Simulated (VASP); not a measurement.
# SrCd (Pm-3m) in VASP: notebook, part 2 of 2

VASP 6.6.1. Earlier steps stand in the parts before.

### 4 Electric field gradients, LDA (volume scaled by 0.99)

File INCAR:

```
SYSTEM = SrCd
PREC     = Accurate       ! precision mode
ENCUT    = 520            ! plane-wave cutoff, eV
EDIFF    = 1E-8           ! SCF threshold, eV
ISMEAR   = -1             ! smearing method
SIGMA    = 0.08           ! smearing width, eV
LREAL    = .False.        ! projectors in reciprocal space
LASPH    = .True.         ! aspherical terms in the spheres
NELM     = 80             ! most SCF steps
ALGO     = Normal         ! electronic algorithm
ISIF     = 2              ! what is computed and relaxed
LWAVE    = .False.        ! write WAVECAR
LCHARG   = .False.        ! write CHGCAR
GGA      = CA             ! functional
LEFG     = .True.       
NBANDS   = 18             ! bands
```

File KPOINTS:

```
regular mesh
0
Gamma
  10 10 10
  0 0 0
```

File POSCAR:

```
SrCd
1.0
    3.9896119401      0.0000000000      0.0000000000
    0.0000000000      3.9896119401      0.0000000000
    0.0000000000      0.0000000000      3.9896119401
Sr Cd
1 1
Direct
    0.5000000000      0.5000000000      0.5000000000
    0.0000000000      0.0000000000      0.0000000000
```

Potentials or basis: VASP PAW LDA potentials, release 64 (Sr_sv, Cd).

Command:

```bash
> cat potpaw_LDA.64/Sr_sv/POTCAR potpaw_LDA.64/Cd/POTCAR > POTCAR
> mpirun -np 1 vasp_std > vasp.out
```

OUTCAR:

```text
SYSTEM = SrCd
   PREC = Accurate
   ENCUT = 520
   EDIFF = 1E-8
   ISMEAR = -1
   LREAL = .False.
   LASPH = .True.
   NELM = 80
   ISIF = 2
   GGA = CA

 ion  position               nearest neighbor table
   1  0.500  0.500  0.500-   2 3.46   2 3.46   2 3.46   2 3.46   2 3.46   2 3.46   2 3.46   2 3.46

   2  0.000  0.000  0.000-   1 3.46   1 3.46   1 3.46   1 3.46   1 3.46   1 3.46   1 3.46   1 3.46

  LATTYP: Found a simple cubic cell.
 ALAT       =     3.9896119401

  Lattice vectors:

 A1 = (   3.9896119401,   0.0000000000,   0.0000000000)
 A2 = (   0.0000000000,   3.9896119401,   0.0000000000)
 A3 = (   0.0000000000,   0.0000000000,   3.9896119401)

Analysis of symmetry for initial positions (statically):
=====================================================================
 Subroutine PRICEL returns:
 Original cell was already a primitive cell.

 Routine SETGRP: Setting up the symmetry group for a
 simple cubic supercell.

 Subroutine GETGRP returns: Found 48 space group operations
 (whereof 48 operations were pure point group operations)
 out of a pool of 48 trial point group operations.

The static configuration has the point symmetry O_h .

Analysis of symmetry for dynamics (positions and initial velocities):
=====================================================================
 Subroutine PRICEL returns:
 Original cell was already a primitive cell.

 Routine SETGRP: Setting up the symmetry group for a
 simple cubic supercell.

 Subroutine GETGRP returns: Found 48 space group operations
 (whereof 48 operations were pure point group operations)
 out of a pool of 48 trial point group operations.

The dynamic configuration has the point symmetry O_h .

[... 157 lines left out ...]
      3     -15.4890      2.00000
      4     -15.4890      2.00000
      5      -6.5222      2.00000
      6      -6.5222      2.00000
[... 481 lines left out ...]
      5      -6.4797      2.00000
      6      -6.4053      2.00000
[... 10 lines left out ...]
     17       8.8130      0.00000
     18       9.5072      0.00000

 [... further k-points ...]

------------------------ aborting loop because EDIFF is reached ----------------------------------------

  FORCE on cell =-STRESS in cart. coord.  units (eV):
  Direction    XX          YY          ZZ          XY          YZ          ZX
  --------------------------------------------------------------------------------------
  -------------------------------------------------------------------------------------
  Total       -0.6797833     -0.6797833     -0.6797833      0.0000000      0.0000000      0.0000000
  in kB      -17.1509878    -17.1509878    -17.1509878      0.0000000      0.0000000      0.0000000
  external PRESSURE =     -17.1509878 kB  Pullay stress =       0.0000000 kB

 VOLUME and BASIS-vectors are now :
 -----------------------------------------------------------------------------
  energy-cutoff  :      520.00
  volume of cell :       63.50
      direct lattice vectors                 reciprocal lattice vectors
     3.989611940  0.000000000  0.000000000     0.250650944  0.000000000  0.000000000
     0.000000000  3.989611940  0.000000000     0.000000000  0.250650944  0.000000000
     0.000000000  0.000000000  3.989611940     0.000000000  0.000000000  0.250650944

 POSITION                                       TOTAL-FORCE (eV/Angst)
 -----------------------------------------------------------------------------------
      1.99481      1.99481      1.99481         0.000000      0.000000      0.000000
      0.00000      0.00000      0.00000         0.000000      0.000000      0.000000
 -----------------------------------------------------------------------------------
    total drift:                                0.000000      0.000000     -0.000000

  FREE ENERGIE OF THE ION-ELECTRON SYSTEM (eV)
  ---------------------------------------------------
  free  energy   TOTEN  =        -4.1086131318 eV

  energy  without entropy=       -4.0824352188  energy(sigma->0) =       -4.09552418

 Electric field gradients (V/A^2)
---------------------------------------------------------------------
 ion       V_xx      V_yy      V_zz      V_xy      V_xz      V_yz
---------------------------------------------------------------------
   1       0.000     0.000     0.000     0.000     0.000     0.000
   2      -0.000    -0.000    -0.000     0.000     0.000     0.000
---------------------------------------------------------------------

 Electric field gradients after diagonalization (V/A^2)
 (convention: |V_zz| > |V_xx| > |V_yy|)
----------------------------------------------------------------------
 ion       V_xx      V_yy      V_zz     asymmetry (V_yy - V_xx)/ V_zz
----------------------------------------------------------------------
   1       0.000     0.000     0.000      -0.058
   2      -0.000    -0.000    -0.000      -0.150
----------------------------------------------------------------------

           NMR quadrupolar parameters

 Cq : quadrupolar parameter    Cq=e*Q*V_zz/h
 eta: asymmetry parameters     (V_yy - V_xx)/ V_zz
 Q  : nuclear electric quadrupole moment in mb (millibarn)
----------------------------------------------------------------------
 ion       Cq(MHz)       eta       Q (mb)
----------------------------------------------------------------------
   1       0.000      -0.058       1.000
   2      -0.000      -0.150       1.000
----------------------------------------------------------------------
```

OSZICAR:

```text
N       E                     dE             d eps       ncg     rms          rms(c)
DAV:   1     0.136115712710E+03    0.13612E+03   -0.11345E+04  2048   0.113E+03
DAV:   2     0.244321111187E+01   -0.13367E+03   -0.12990E+03  2190   0.288E+02
DAV:   3    -0.409330915924E+01   -0.65365E+01   -0.65001E+01  3406   0.550E+01
DAV:   4    -0.425007369226E+01   -0.15676E+00   -0.15623E+00  2424   0.518E+00
DAV:   5    -0.425162144204E+01   -0.15477E-02   -0.15474E-02  2702   0.492E-01    0.168E+01
DAV:   6    -0.411873871882E+01    0.13288E+00   -0.44692E-01  2202   0.546E+00    0.887E+00
DAV:   7    -0.410983260708E+01    0.89061E-02   -0.38212E-02  2336   0.149E+00    0.149E+00
DAV:   8    -0.410866928989E+01    0.11633E-02   -0.49633E-03  2988   0.686E-01    0.212E-01
DAV:   9    -0.410860085212E+01    0.68438E-04   -0.38321E-04  2994   0.118E-01    0.275E-02
DAV:  10    -0.410861083987E+01   -0.99878E-05   -0.34642E-05  3154   0.279E-02    0.146E-02
DAV:  11    -0.410861303815E+01   -0.21983E-05   -0.28946E-06  2502   0.105E-02    0.859E-03
DAV:  12    -0.410861314470E+01   -0.10655E-06   -0.22502E-07  2570   0.302E-03    0.263E-03
DAV:  13    -0.410861313114E+01    0.13561E-07   -0.53294E-08  3314   0.106E-03    0.456E-04
DAV:  14    -0.410861313176E+01   -0.61800E-09   -0.92602E-10  1294   0.187E-04
   1 F= -.41086131E+01 E0= -.40955242E+01  d E =-.261779E-01
```

Wall time 24 s (1 thread of AMD EPYC 9R45 (Zen 5), shared host); peak memory 0.17 GiB.

What came out:

| Property | Result |
| --- | --- |
| Free energy | -4.1086 eV |
| Pressure | -1.7 GPa |
| Band gap on the k mesh | zero (band 11 reaches 3.44 eV, above the bottom of band 12 at 1.31 eV) |

Levels at points of the mesh, in eV from the Fermi level:
```csv
k point,band 8,band 9,band 10,band 11,band 12,band 13,band 14,band 15
"(0.00, 0.00, 0.00)",-8.48,-8.48,-5.86,1.33,1.33,4.04,4.04,4.04
"(0.50, 0.00, 0.00)",-8.47,-8.46,-3.62,-2.43,1.71,2.22,2.22,5.26
"(0.50, 0.50, 0.00)",-8.55,-8.35,-3.19,0.03,0.03,1.11,3.85,3.85
"(0.50, 0.50, 0.50)",-8.34,-8.34,-0.82,-0.81,-0.81,-0.81,4.74,4.74
```

Caveat: without QUAD_EFG the Cq values of the log hold for a quadrupole moment of 1 mb, not for the nuclei.

### 5 Electric field gradients, LDA (volume scaled by 0.99)

File INCAR:

```
  ALGO = Normal
  EDIFF = 1E-8
  ENCUT = 520
  ISIF = 2
  ISMEAR = -1
  LASPH = T
  LCHARG = F
  LEFG = T
  LREAL = F
  LWAVE = F
  NBANDS = 18
  NELM = 60
  PREC = Accurate
  SIGMA = 0.08
```

File KPOINTS:

```
k-points
0
Gamma
  10 10 10
```

POSCAR is that of step 4.

Potentials or basis: VASP PAW LDA potentials, release 64 (Sr_sv, Cd).

Command:

```bash
> cat potpaw_LDA.64/Sr_sv/POTCAR potpaw_LDA.64/Cd/POTCAR > POTCAR
> mpirun -np 1 vasp_std > vasp.out
```

OUTCAR:

```text
EDIFF = 1E-8
   ENCUT = 520
   ISIF = 2
   ISMEAR = -1
   LASPH = T
   LREAL = F
   NELM = 60
   PREC = Accurate

 ion  position               nearest neighbor table
   1  0.500  0.500  0.500-   2 3.46   2 3.46   2 3.46   2 3.46   2 3.46   2 3.46   2 3.46   2 3.46

   2  0.000  0.000  0.000-   1 3.46   1 3.46   1 3.46   1 3.46   1 3.46   1 3.46   1 3.46   1 3.46

  LATTYP: Found a simple cubic cell.
 ALAT       =     3.9896119401

  Lattice vectors:

 A1 = (   3.9896119401,   0.0000000000,   0.0000000000)
 A2 = (   0.0000000000,   3.9896119401,   0.0000000000)
 A3 = (   0.0000000000,   0.0000000000,   3.9896119401)

Analysis of symmetry for initial positions (statically):
=====================================================================
 Subroutine PRICEL returns:
 Original cell was already a primitive cell.

 Routine SETGRP: Setting up the symmetry group for a
 simple cubic supercell.
[... 692 lines left out ...]
  energy-cutoff  :      520.00
  volume of cell :       63.50
      direct lattice vectors                 reciprocal lattice vectors
     3.989611940  0.000000000  0.000000000     0.250650944  0.000000000  0.000000000
     0.000000000  3.989611940  0.000000000     0.000000000  0.250650944  0.000000000
     0.000000000  0.000000000  3.989611940     0.000000000  0.000000000  0.250650944

 POSITION                                       TOTAL-FORCE (eV/Angst)
 -----------------------------------------------------------------------------------
      1.99481      1.99481      1.99481         0.000000      0.000000      0.000000
      0.00000      0.00000      0.00000         0.000000      0.000000      0.000000
 -----------------------------------------------------------------------------------
    total drift:                                0.000000      0.000000     -0.000000

  FREE ENERGIE OF THE ION-ELECTRON SYSTEM (eV)
  ---------------------------------------------------
  free  energy   TOTEN  =        -4.1086131318 eV

  energy  without entropy=       -4.0824352188  energy(sigma->0) =       -4.09552418

 Electric field gradients (V/A^2)
---------------------------------------------------------------------
 ion       V_xx      V_yy      V_zz      V_xy      V_xz      V_yz
---------------------------------------------------------------------
   1       0.000     0.000     0.000     0.000     0.000     0.000
   2      -0.000    -0.000    -0.000     0.000     0.000     0.000
---------------------------------------------------------------------

 Electric field gradients after diagonalization (V/A^2)
 (convention: |V_zz| > |V_xx| > |V_yy|)
----------------------------------------------------------------------
 ion       V_xx      V_yy      V_zz     asymmetry (V_yy - V_xx)/ V_zz
----------------------------------------------------------------------
   1       0.000     0.000     0.000      -0.058
   2      -0.000    -0.000    -0.000      -0.150
----------------------------------------------------------------------

           NMR quadrupolar parameters

 Cq : quadrupolar parameter    Cq=e*Q*V_zz/h
 eta: asymmetry parameters     (V_yy - V_xx)/ V_zz
 Q  : nuclear electric quadrupole moment in mb (millibarn)
----------------------------------------------------------------------
 ion       Cq(MHz)       eta       Q (mb)
----------------------------------------------------------------------
   1       0.000      -0.058       1.000
   2      -0.000      -0.150       1.000
----------------------------------------------------------------------
```

stdout:

```text
POSCAR found type information on POSCAR SrCd
 POSCAR found :  2 types and       2 ions
 scaLAPACK will be used
 LDA part: xc-table for (Slater(with rela. corr.)+CA(PZ))
 , standard interpolation
 POSCAR, INCAR and KPOINTS ok, starting setup
 FFT: planning ... GRIDC
 FFT: planning ... GRID_SOFT
 FFT: planning ... GRID
 WAVECAR not read
 entering main loop
ion   1

ion   2
```

Wall time 24 s (1 thread of AMD EPYC 9R45 (Zen 5), shared host); peak memory 0.17 GiB.

Results:

```yaml
Free_energy: -4.1086 eV
Pressure: -1.7 GPa
Band_gap_on_the_k_mesh: zero (band 11 reaches 3.44 eV, above the bottom of band 12 at 1.31 eV)
```

Caveat: without QUAD_EFG the Cq values of the log hold for a quadrupole moment of 1 mb, not for the nuclei.
